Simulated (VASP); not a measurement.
Input of a VASP 6.6.1 run:

INCAR

```
SYSTEM = LiCl
PREC = Accurate
ENCUT = 520
EDIFF = 1E-6
ISMEAR = -1
SIGMA = 0.02
LREAL = .FALSE.
LASPH = .TRUE.
NELM = 100
ALGO = Normal
ISIF = 2
LWAVE = .FALSE.
LCHARG = .FALSE.
GGA = PE
IBRION = 2
NSW = 80
EDIFFG = -0.02
```

Contents of KPOINTS:

```
regular mesh
0
G
  9 9 9
  0 0 0
```

Contents of POSCAR:

```
LiCl
1.0
    0.0000000000      2.5647700000      2.5647700000
    2.5647700000      0.0000000000      2.5647700000
    2.5647700000      2.5647700000      0.0000000000
Li Cl
1 1
Direct
    0.0000000000      0.0000000000      0.0000000000
    0.5000000000      0.5000000000      0.5000000000
```

Potentials or basis: VASP PAW PBE potentials, release 64 (Li_sv, Cl).

Run with:

```console
$ cat potpaw_PBE.64/Li_sv/POTCAR potpaw_PBE.64/Cl/POTCAR > POTCAR
$ mpirun -np 1 vasp_std > vasp.out
```

Problem. Estimate the band gap on the k mesh.

Solution. 6.34 eV, direct.

Final structure:
```
CELL_PARAMETERS angstrom
0.00000 2.56477 2.56477
2.56477 0.00000 2.56477
2.56477 2.56477 0.00000
ATOMIC_POSITIONS crystal
Li 0.00000 0.00000 0.00000
Cl 0.50000 0.50000 0.50000
```

Caveat: the relaxation stopped at its first step, so nothing moved. A k mesh can miss the band edges.
